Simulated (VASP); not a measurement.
# Te2Mo3 (P-3m1) in VASP: single point with PBE

Aim: the single point of Te2Mo3 with PBE.

Program: VASP 6.6.1. These are calculated values, not measurements. Logs are shortened: lines on timing, memory, paths and dates and some standing lists are left out, and cuts for length are marked.

**1. The cell of the first run**

Symmetry: P-3m1, No. 164, trigonal system. Conventional cell: a = 3.290 Å, b = 3.290 Å, c = 10.632 Å, α = 90.00°, β = 90.00°, γ = 120.00°. Te (site symmetry 3m) has 6 Mo at 2.77 to 3.13 Å and 6 Te at 3.29 Å within 3.6 Å. Mo (site symmetry 3m) has 9 Mo at 2.51 to 3.29 Å and 3 Te at 3.13 Å within 3.3 Å. Within 3.6 Å of Mo (site symmetry -3m) lie 6 Te at 2.77 Å and 6 Mo at 3.29 Å.

**2. Single point, PBE**

INCAR

```
SYSTEM = Te2Mo3
PREC = Accurate
ENCUT = 520
EDIFF = 1E-6
ISMEAR = 0
SIGMA = 0.1
LREAL = .FALSE.
LASPH = .TRUE.
NELM = 80
ALGO = Fast
ISIF = 2
LWAVE = .FALSE.
LCHARG = .FALSE.
GGA = PE
NBANDS = 35
```

KPOINTS

```
regular mesh
0
G
  12 12 4
  0 0 0
```

POSCAR

```
Te2Mo3
1.0
    3.2901065288      0.0000000000      0.0000000000
   -1.6450532644      2.8493158351      0.0000000000
    0.0000000000      0.0000000000     10.6317611420
Te Mo
2 3
Direct
    0.3333333333      0.6666666667      0.3110113848
    0.6666666667      0.3333333333      0.6889886152
    0.3333333333      0.6666666667      0.9225131630
    0.6666666667      0.3333333333      0.0774868370
    0.0000000000      0.0000000000      0.5000000000
```

Potentials or basis: VASP PAW PBE potentials, release 64 (Te, Mo_sv).

On the command line:

```sh
> cat potpaw_PBE.64/Te/POTCAR potpaw_PBE.64/Mo_sv/POTCAR > POTCAR
> mpirun -np 1 vasp_std > vasp.out
```

OUTCAR:

```text
SYSTEM = Te2Mo3
   PREC = Accurate
   ENCUT = 520
   EDIFF = 1E-6
   ISMEAR = 0
   LREAL = .FALSE.
   LASPH = .TRUE.
   NELM = 80
   ISIF = 2
   GGA = PE

 ion  position               nearest neighbor table
   1  0.333  0.667  0.311-   5 2.77   5 2.77   5 2.77   4 3.13   4 3.13   4 3.13
   2  0.667  0.333  0.689-   5 2.77   5 2.77   5 2.77   3 3.13   3 3.13   3 3.13
   3  0.333  0.667  0.923-   4 2.51   4 2.51   4 2.51   2 3.13   2 3.13   2 3.13
   4  0.667  0.333  0.077-   3 2.51   3 2.51   3 2.51   1 3.13   1 3.13   1 3.13
   5  0.000  0.000  0.500-   1 2.77   2 2.77   2 2.77   1 2.77   2 2.77   1 2.77

  LATTYP: Found a hexagonal cell.
 ALAT       =     3.2901065288
 C/A-ratio  =     3.2314337086

  Lattice vectors:

 A1 = (   3.2901065288,   0.0000000000,   0.0000000000)
 A2 = (  -1.6450532644,   2.8493158351,   0.0000000000)
 A3 = (   0.0000000000,   0.0000000000,  10.6317611420)

Analysis of symmetry for initial positions (statically):
=====================================================================
 Subroutine PRICEL returns:
 Original cell was already a primitive cell.

 Routine SETGRP: Setting up the symmetry group for a
 hexagonal supercell.

 Subroutine GETGRP returns: Found 12 space group operations
 (whereof 12 operations were pure point group operations)
 out of a pool of 24 trial point group operations.

The static configuration has the point symmetry D_3d.

Analysis of symmetry for dynamics (positions and initial velocities):
=====================================================================
 Subroutine PRICEL returns:
 Original cell was already a primitive cell.

 Routine SETGRP: Setting up the symmetry group for a
 hexagonal supercell.

 Subroutine GETGRP returns: Found 12 space group operations
 (whereof 12 operations were pure point group operations)
 out of a pool of 24 trial point group operations.

The dynamic configuration has the point symmetry D_3d.

 Subroutine INISYM returns: Found 12 space group operations
 (whereof 12 operations are pure point group operations),
 and found     1 'primitive' translations

----------------------------------------------------------------------------------------

[... 96 lines left out ...]
   ENCUT  =  520.0 eV  38.22 Ry    6.18 a.u.   6.12  6.12 19.77*2*pi/ulx,y,z
   NELM   =     80;   NELMIN=  2; NELMDL= -5     # of ELM steps
   EDIFF  = 0.1E-05   stopping-criterion for ELM
   LREAL  =      F    real-space projection
   EDIFFG = 0.1E-04   stopping-criterion for IOM
   NSW    =      0    number of steps for IOM
   IBRION =     -1    ionic relax: 0-MD 1-quasi-New 2-CG
   NFREE  =      0    steps in history (QN), initial steepest desc. (CG)
   ISIF   =      2    stress and relaxation
   ISYM   =      2    0-nonsym 1-usesym 2-fastsym
   POTIM  = 0.5000    time-step for ionic-motion
   TEBEG  =    0.0;   TEEND  =   0.0 temperature during run
   PSTRESS=    0.0 pullay stress
   NELECT =      54.0000    total number of electrons
   NUPDOWN=      -1.0000    fix difference up-down
   EMIN   =  10.00;   EMAX   =-10.00  energy-range for DOS
   EFERMI =   0.00;   METHOD = LEGACY
   ISMEAR =     0;   SIGMA  =   0.10  broadening in eV -4-tet -1-fermi 0-gaus
   EFERMI_NEDOS =   21; number of points for ismear=-14 and -15
   IALGO  =     68    algorithm
   IMIX   =      4    mixing-type and parameters
     AMIX     =   0.40;   BMIX     =  1.00
     AMIX_MAG =   1.60;   BMIX_MAG =  1.00
  volume/ion in A,a.u.               =      19.93       134.52
  Fermi-wavevector in a.u.,A,eV,Ry     =   1.334609  2.522046 24.234454  1.781182
  Thomas-Fermi vector in A             =   2.463378
   LORBIT       =      0    0 simple, 1 ext, 2 COOP (PROOUT), +10 PAW based schemes
   GGA     = PE    functional components
   LHFCALC =     F    Hartree Fock is set to
   AEXX    =    0.0000 exact exchange contribution
   IVDW    =     0    specifies the selected vdW correction
   LEPSILON=     F    determine dielectric tensor
   LRPA    =     F    only Hartree local field effects (RPA)
 non-spin polarized calculation
 RMM-DIIS sequential band-by-band and
 Gauss-broadening in eV      SIGMA  =   0.10
  energy-cutoff  :      520.00
  volume of cell :       99.67
 maximum number of plane-waves:      2710
   NGX = 13   NGY = 13   NGZ = 39

 number of electron      54.0000008 magnetization

 Free energy of the ion-electron system (eV)
  ---------------------------------------------------
  ext. energy  EPLUGINS =         0.00000000
  ---------------------------------------------------
  free energy    TOTEN  =       -36.97366211 eV

  energy without entropy =      -36.94584682  energy(sigma->0) =      -36.95975446

 E-fermi :  10.8067     XC(G=0): -11.8203

 val. band max:       10.7976060372   @ k =   0.4167   0.0833   0.5000
 cond. band min:      10.8160682015   @ k =   0.4167   0.1667   0.2500
 fundamental gap:      0.0184621642
 Fermi energy:        10.8066854237

 k-point     1 :       0.0000    0.0000    0.0000
  band No.  band energies     occupation
      1     -50.3161      2.00000
      2     -50.0665      2.00000
      3     -49.9135      2.00000
      4     -24.7454      2.00000
      5     -24.3655      2.00000
      6     -24.3655      2.00000
[... 901 lines left out ...]
     34      13.6515      0.00000
     35      14.0792      0.00000

 [... further k-points ...]

------------------------ aborting loop because EDIFF is reached ----------------------------------------

  FORCE on cell =-STRESS in cart. coord.  units (eV):
  Direction    XX          YY          ZZ          XY          YZ          ZX
  --------------------------------------------------------------------------------------
  -------------------------------------------------------------------------------------
  Total        0.0689342      0.0689342      0.1084018     -0.0000000     -0.0000000      0.0000000
  in kB        1.1081272      1.1081272      1.7425746     -0.0000000     -0.0000000      0.0000000
  external PRESSURE =       1.3196096 kB  Pullay stress =       0.0000000 kB

 VOLUME and BASIS-vectors are now :
 -----------------------------------------------------------------------------
  energy-cutoff  :      520.00
  volume of cell :       99.67
      direct lattice vectors                 reciprocal lattice vectors
     3.290106529  0.000000000  0.000000000     0.303941526  0.175480722  0.000000000
    -1.645053264  2.849315835  0.000000000     0.000000000  0.350961444  0.000000000
     0.000000000  0.000000000 10.631761142     0.000000000  0.000000000  0.094057794

 POSITION                                       TOTAL-FORCE (eV/Angst)
 -----------------------------------------------------------------------------------
     -0.00000      1.89954      3.30660        -0.000000      0.000000      0.007584
      1.64505      0.94977      7.32516        -0.000000      0.000000     -0.007584
     -0.00000      1.89954      9.80794        -0.000000      0.000000     -0.049010
      1.64505      0.94977      0.82382         0.000000     -0.000000      0.049010
      0.00000      0.00000      5.31588        -0.000000      0.000000      0.000000
 -----------------------------------------------------------------------------------
    total drift:                               -0.000000      0.000000      0.000000

  FREE ENERGIE OF THE ION-ELECTRON SYSTEM (eV)
  ---------------------------------------------------
  free  energy   TOTEN  =       -36.9736621054 eV

  energy  without entropy=      -36.9458468205  energy(sigma->0) =      -36.95975446
```

OSZICAR:

```text
N       E                     dE             d eps       ncg     rms          rms(c)
DAV:   1     0.545362277308E+03    0.54536E+03   -0.31473E+04  5246   0.149E+03
DAV:   2    -0.157105676109E+02   -0.56107E+03   -0.54826E+03  5611   0.427E+02
DAV:   3    -0.383822800088E+02   -0.22672E+02   -0.22047E+02  6040   0.757E+01
DAV:   4    -0.389370130741E+02   -0.55473E+00   -0.54995E+00  5910   0.105E+01
DAV:   5    -0.389457454986E+02   -0.87324E-02   -0.87136E-02  5794   0.144E+00    0.220E+01
RMM:   6    -0.377254003308E+02    0.12203E+01   -0.52386E+00  5288   0.110E+01    0.990E+00
RMM:   7    -0.385927243959E+02   -0.86732E+00   -0.30529E+00  5900   0.736E+00    0.925E+00
RMM:   8    -0.369843971429E+02    0.16083E+01   -0.13220E+00  5546   0.475E+00    0.241E+00
RMM:   9    -0.369821914436E+02    0.22057E-02   -0.34319E-01  6046   0.202E+00    0.147E+00
RMM:  10    -0.369748650544E+02    0.73264E-02   -0.45137E-02  5581   0.119E+00    0.383E-01
RMM:  11    -0.369736802620E+02    0.11848E-02   -0.12486E-02  6507   0.398E-01    0.170E-01
RMM:  12    -0.369736456548E+02    0.34607E-04   -0.16388E-03  6318   0.183E-01    0.430E-02
RMM:  13    -0.369736662192E+02   -0.20564E-04   -0.39640E-04  6883   0.719E-02    0.241E-02
RMM:  14    -0.369736625274E+02    0.36918E-05   -0.45025E-05  6257   0.277E-02    0.128E-02
RMM:  15    -0.369736621054E+02    0.42201E-06   -0.79867E-06  5150   0.110E-02
   1 F= -.36973662E+02 E0= -.36959754E+02  d E =-.278153E-01
```

It used 570 s of CPU time on 1 thread of AMD EPYC 7R13 Processor (Zen 3), with other jobs on the host.

Results:

- Free energy: -36.9737 eV
- Pressure: 0.1 GPa
- Largest force: 0.049 eV/Å
- Band gap on the k mesh: zero (band 27 reaches 11.64 eV, above the bottom of band 28 at 10.48 eV)

Forces on the atoms (eV/Å):
```
Te   0.000  0.000  0.008
Te   0.000  0.000 -0.008
Mo   0.000  0.000 -0.049
Mo   0.000  0.000  0.049
Mo   0.000  0.000  0.000
```

Levels at points of the mesh, in eV from the Fermi level:
| k point | band 24 | band 25 | band 26 | band 27 | band 28 | band 29 | band 30 | band 31 |
| --- | --- | --- | --- | --- | --- | --- | --- | --- |
| (0.00, 0.00, 0.00) | -1.59 | -1.59 | -0.16 | -0.16 | 1.39 | 1.39 | 2.18 | 2.30 |
| (0.50, 0.00, 0.00) | -1.76 | -0.89 | -0.07 | 0.83 | 0.87 | 0.96 | 1.32 | 1.70 |
| (0.00, 0.00, 0.50) | -1.52 | -1.52 | -0.16 | -0.16 | 1.11 | 1.11 | 2.29 | 2.85 |
| (0.50, 0.00, 0.50) | -1.65 | -0.70 | -0.13 | -0.06 | 0.51 | 1.23 | 1.66 | 1.76 |

Caveat: spin-orbit coupling is left out, which moves the levels of the heavy elements.
